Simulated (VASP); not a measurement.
# Pt (Pm-3m) in VASP: a series of runs, part 2 of 2

VASP 6.6.1. The steps go on from the part before.

**4. Single point, PBE**

This run uses another cell than the first one, of 17.38 Å³/atom.

INCAR reads:

```
  PREC = Accurate
  ENCUT = 520
  EDIFF = 1E-6
  ISMEAR = -1
  SIGMA = 0.06122561905347299
  LREAL = F
  LASPH = T
  NELM = 80
  ALGO = Normal
  ISIF = 2
  LWAVE = F
  LCHARG = T
  GGA = PE
  LELF = T
  LVHAR = T
  NBANDS = 11
```

KPOINTS reads:

```
Automatic mesh
0
Gamma
  21 21 21
```

POSCAR reads:

```
Pt
1.0
    2.5902215738      0.0000000000      0.0000000000
    0.0000000000      2.5902215738      0.0000000000
    0.0000000000      0.0000000000      2.5902215738
Pt
1
Direct
    0.0000000000      0.0000000000      0.0000000000
```

Potentials or basis: VASP PAW PBE potentials, release 64 (Pt).

The run is started by

```console
cat potpaw_PBE.64/Pt/POTCAR > POTCAR
mpirun -np 1 vasp_std > vasp.out
```

OUTCAR:

```text
PREC = Accurate
   ENCUT = 520
   EDIFF = 1E-6
   ISMEAR = -1
   LREAL = F
   LASPH = T
   NELM = 80
   ISIF = 2
   GGA = PE

 ion  position               nearest neighbor table
   1  0.000  0.000  0.000-

  LATTYP: Found a simple cubic cell.
 ALAT       =     2.5902215738

  Lattice vectors:

 A1 = (   2.5902215738,   0.0000000000,   0.0000000000)
 A2 = (   0.0000000000,   2.5902215738,   0.0000000000)
 A3 = (   0.0000000000,   0.0000000000,   2.5902215738)

[... 512 lines left out ...]
     10      29.3465      0.00000
     11      32.8564      0.00000

 [... further k-points ...]

------------------------ aborting loop because EDIFF is reached ----------------------------------------

  FORCE on cell =-STRESS in cart. coord.  units (eV):
  Direction    XX          YY          ZZ          XY          YZ          ZX
  --------------------------------------------------------------------------------------
  -------------------------------------------------------------------------------------
  Total        0.8216284      0.8216284      0.8216284     -0.0000000     -0.0000000     -0.0000000
  in kB       75.7487168     75.7487168     75.7487168     -0.0000000     -0.0000000     -0.0000000
  external PRESSURE =      75.7487168 kB  Pullay stress =       0.0000000 kB

 VOLUME and BASIS-vectors are now :
 -----------------------------------------------------------------------------
  energy-cutoff  :      520.00
  volume of cell :       17.38
      direct lattice vectors                 reciprocal lattice vectors
     2.590221574  0.000000000  0.000000000     0.386067358  0.000000000  0.000000000
     0.000000000  2.590221574  0.000000000     0.000000000  0.386067358  0.000000000
     0.000000000  0.000000000  2.590221574     0.000000000  0.000000000  0.386067358

 POSITION                                       TOTAL-FORCE (eV/Angst)
 -----------------------------------------------------------------------------------
      0.00000      0.00000      0.00000         0.000000      0.000000      0.000000
 -----------------------------------------------------------------------------------
    total drift:                               -0.000000      0.000000      0.000000

  FREE ENERGIE OF THE ION-ELECTRON SYSTEM (eV)
  ---------------------------------------------------
  free  energy   TOTEN  =        -5.6400246981 eV

  energy  without entropy=       -5.6245731097  energy(sigma->0) =       -5.63229890
```

OSZICAR:

```text
N       E                     dE             d eps       ncg     rms          rms(c)
DAV:   1     0.394921733955E+02    0.39492E+02   -0.52313E+03  6431   0.827E+02
DAV:   2    -0.537747522853E+01   -0.44870E+02   -0.42985E+02  7155   0.172E+02
DAV:   3    -0.598016773881E+01   -0.60269E+00   -0.59939E+00  7431   0.190E+01
DAV:   4    -0.598306120034E+01   -0.28935E-02   -0.28932E-02  7201   0.153E+00
DAV:   5    -0.598309105473E+01   -0.29854E-04   -0.29854E-04  7429   0.148E-01    0.987E+00
DAV:   6    -0.566721375251E+01    0.31588E+00   -0.79515E-01  6721   0.692E+00    0.524E+00
DAV:   7    -0.564300203271E+01    0.24212E-01   -0.73377E-02  7294   0.209E+00    0.232E+00
DAV:   8    -0.564010183469E+01    0.29002E-02   -0.33554E-03  7084   0.509E-01    0.322E-01
DAV:   9    -0.564002088324E+01    0.80951E-04   -0.30333E-05  7222   0.495E-02    0.290E-02
DAV:  10    -0.564002456772E+01   -0.36845E-05   -0.14105E-06  7377   0.119E-02    0.157E-03
DAV:  11    -0.564002469809E+01   -0.13037E-06   -0.48396E-08  3860   0.183E-03
   1 F= -.56400247E+01 E0= -.56322989E+01  d E =-.154516E-01
```

Run time: 31 s. Hardware: 1 thread of Intel Xeon Platinum 8259CL at 2.50GHz (Skylake/Cascade Lake), shared host; peak memory 0.17 GiB.

What came out:

- Free energy: -5.6400 eV
- Pressure: 7.6 GPa
- Band gap on the k mesh: zero (bands 5 and 6 overlap by 3.23 eV)

Levels at points of the mesh, in eV from the Fermi level:
```tsv
k point	band 1	band 2	band 3	band 4	band 5	band 6	band 7	band 8	band 9	band 10
(0.00, 0.00, 0.00)	-8.73	-5.95	-5.95	0.32	0.32	0.32	15.39	15.39	15.39	21.30
```

Caveat: the cell stands under pressure; spin-orbit coupling is left out, which moves the levels of the heavy elements.

**5. Single point, PBE**

This run uses another cell than the first one, of 17.74 Å³/atom.

INCAR reads:

```
SYSTEM = Pt
PREC = Accurate ; ENCUT = 520
EDIFF = 1E-7 ; ISMEAR = -1
SIGMA = 0.06122561905347299 ; LREAL = .FALSE.
LASPH = .TRUE. ; NELM = 60
ALGO = Normal ; ISIF = 2
LWAVE = .FALSE. ; LCHARG = .FALSE.
GGA = PE ; NBANDS = 11
```

KPOINTS reads:

```
regular mesh
0
G
  21 21 21
  0 0 0
```

POSCAR reads:

```
Pt
1.0
    2.6080857354      0.0000000000      0.0000000000
    0.0000000000      2.6080857354      0.0000000000
    0.0000000000      0.0000000000      2.6080857354
Pt
1
Direct
    0.0000000000      0.0000000000      0.0000000000
```

The run is started by

```console
cat potpaw_PBE.64/Pt/POTCAR > POTCAR
mpirun -np 1 vasp_std > vasp.out
```

Run time: 30 s. Hardware: 1 thread of Intel Xeon Platinum 8259CL at 2.50GHz (Skylake/Cascade Lake), shared host; peak memory 0.16 GiB.

Results (log left out):

| Property | Result |
| --- | --- |
| Free energy | -5.6523 eV |
| Pressure | 3.1 GPa |
| Band gap on the k mesh | zero (bands 5 and 6 overlap by 3.11 eV) |

Levels at points of the mesh, in eV from the Fermi level:
```tsv
k point	band 2	band 3	band 4	band 5	band 6	band 7	band 8	band 9
(0.00, 0.00, 0.00)	-5.77	-5.77	0.31	0.31	0.31	15.28	15.28	15.28
```

Caveat: the cell stands under pressure; spin-orbit coupling is left out, which moves the levels of the heavy elements.

**6. The runs side by side**

```csv
cell,gap on the mesh (eV),pressure (GPa)
"a = 2.572 Å, 1 atom",none,12.6
"a = 2.590 Å, 1 atom",none,7.6
"a = 2.608 Å, 1 atom",none,3.1
```

Alike in all rows: task single point; level PBE; potentials or basis VASP PAW PBE potentials, release 64 (Pt); no spin polarisation; k mesh 21 × 21 × 21; cutoff (eV) 520; smearing fermi-dirac 0.0612256 eV.

Caveats: the cell stands under pressure; spin-orbit coupling is left out, which moves the levels of the heavy elements.

Total energies depend on the potentials used, so only differences within one code and one set of settings carry meaning.
